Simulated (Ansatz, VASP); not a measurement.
Ni2Ge: VASP beside Ansatz

The input INCAR:

```
PREC = Accurate ; ENCUT = 520
EDIFF = 1E-7 ; ISMEAR = 0
SIGMA = 0.15 ; LREAL = False
LASPH = True ; NELM = 100
ALGO = Fast ; ISIF = 2
LWAVE = False ; LCHARG = True
GGA = PS ; LELF = True
LVHAR = True ; NBANDS = 43
```

The input KPOINTS:

```
Automatic mesh
0
Gamma
  12 12 10
```

The input POSCAR:

```
Ni2Ge
1.0
    3.6542058112      0.0000000000      0.0000000000
   -1.8271029056      3.1646350632      0.0000000000
    0.0000000000      0.0000000000      4.8134970499
Ni Ge
4 2
Direct
    0.6666666667      0.3333333333      0.2500000000
    0.3333333333      0.6666666667      0.7500000000
    0.0000000000      0.0000000000      0.0000000000
    0.0000000000      0.0000000000      0.5000000000
    0.6666666667      0.3333333333      0.7500000000
    0.3333333333      0.6666666667      0.2500000000
```

Input for Ansatz:

```yaml
crystal:
  lattice:
    - [3.6542058112, 0.0, 0.0]
    - [-1.8271029056, 3.1646350632, 0.0]
    - [0.0, 0.0, 4.8134970499]
  atoms:
    - { symbol: Ni, position: [0.6666666667, 0.3333333333, 0.25] }
    - { symbol: Ni, position: [0.3333333333, 0.6666666667, 0.75] }
    - { symbol: Ni, position: [0.0, 0.0, 0.0] }
    - { symbol: Ni, position: [0.0, 0.0, 0.5] }
    - { symbol: Ge, position: [0.6666666667, 0.3333333333, 0.75] }
    - { symbol: Ge, position: [0.3333333333, 0.6666666667, 0.25] }
basis:
  ecutwfc: 420
kpoints:
  mp_grid: { grid: [12, 12, 10] }
hamiltonian:
  xc: pbesol
scf:
  occupations: { method: gaussian, width: 0.15 }
output:
  forces: true
  stress: true
  eigenvalues: true
```

Change from the starting cell: strain -0.080 along x and y, -0.040 along z, atoms carried along.

Alike in both runs: task single point; functional PBEsol; k mesh 12 × 12 × 10; occupations gaussian, width 0.15 eV; no spin polarisation.

```csv
,VASP,Ansatz
version,VASP 6.6.1,Ansatz 0.2.0
potentials or method,"VASP PAW PBE potentials, release 64 (Ni, Ge_d), cutoff 520 eV","scalar-relativistic, plane waves, PAW"
valence electrons in the cell,68,100
```

|  | VASP | Ansatz | Ansatz less VASP |
| --- | --- | --- | --- |
| gap on the k mesh at the Fermi level (eV) | none | none | - |
| pressure (GPa) | 72.5 | 71.7 | -0.74 |
| traceless stress, the component that is largest in VASP (GPa) | -20.68 | -20.56 | +0.115 |

VASP's potentials were made for PBE, not for PBEsol. A gap of «none» marks a metal or a gap that the smearing closes. Both programs put the cell under a high pressure, so it lies far from rest at this level. VASP's potentials hold 68 valence electrons a cell and Ansatz's 100, so a difference there can come from the potentials and not from the codes.

Noted on VASP's run: the cell as given lies far from equilibrium.
